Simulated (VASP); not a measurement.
Wanted: the native input for a VASP 6.6.1 run.

| Property | Result |
| --- | --- |
| Task | single point |
| Functional | LDA |
| Potentials or basis | VASP PAW LDA potentials, release 64 (Si, Ti_sv) |
| Cutoff | 520 eV |
| k mesh | 2 × 2 × 2 |
| Occupations | fermi-dirac, width 0.02 eV |
| Spin | no spin polarisation |
| Dipole correction | no |
| Further INCAR settings | LREAL = Auto; ALGO = Normal; EDIFF = 1e-07; NBANDS = 52 |

The structure of TiSi16 (a cell with a defect) lies in POSCAR:

```
TiSi16
1.0
    0.0000000000      5.4300000000      5.4300000000
    5.4300000000      0.0000000000      5.4300000000
    5.4300000000      5.4300000000      0.0000000000
Si Ti
16 1
Direct
    0.0063804557      0.0072830274     -0.0011683778
    0.1269577849      0.1278837542      0.1316464411
    0.0024166188      0.0033672310      0.5020113001
    0.1258971456      0.1268570844      0.6255065592
    0.0074942342      0.5015456455      0.0002247243
    0.1408375256      0.6252384141      0.1238766062
    0.0062538097      0.5002177434      0.5060016614
    0.1269174288      0.6329935535      0.6265695579
    0.5006246946      0.0083861409      0.0002456119
    0.6243208134      0.1417306565      0.1239251211
    0.4992454921      0.0071991952      0.5060444126
    0.6320458790      0.1278601218      0.6265861891
    0.5047236752      0.5056066476      0.0045442573
    0.6258126029      0.6266831074      0.1254678907
    0.5005838817      0.5015256570      0.5071854648
    0.6241910365      0.6251570769      0.6406257574
    0.7542352213      0.7551325431      0.2539729226
```

The input as run:

INCAR

```
SYSTEM = TiSi16
PREC = Accurate ; ENCUT = 520
EDIFF = 1E-7 ; ISMEAR = -1
SIGMA = 0.02 ; LREAL = Auto
LASPH = .True. ; NELM = 100
ALGO = Normal ; ISIF = 2
LWAVE = .False. ; LCHARG = .False.
GGA = CA ; NBANDS = 52
```

KPOINTS

```
Automatic mesh
0
Gamma
  2 2 2
  0 0 0
```

Potentials or basis: VASP PAW LDA potentials, release 64 (Si, Ti_sv).

Launch:

```console
$ cat potpaw_LDA.64/Si/POTCAR potpaw_LDA.64/Ti_sv/POTCAR > POTCAR
$ mpirun -np 1 vasp_std > vasp.out
```

It gave:

| Item | Value |
| --- | --- |
| Pressure | 0.1 GPa |
| Largest force | 0.035 eV/Å |
| Band gap on the k mesh | zero (band 38 reaches 6.84 eV, above the bottom of band 39 at 6.45 eV) |

Caveat: the k points lie up to 0.50 Å⁻¹ apart.

Run time: 3 min on 1 thread of AMD EPYC 9R45 96-Core Processor (Zen 5) (shared host), peak memory 0.35 GiB.
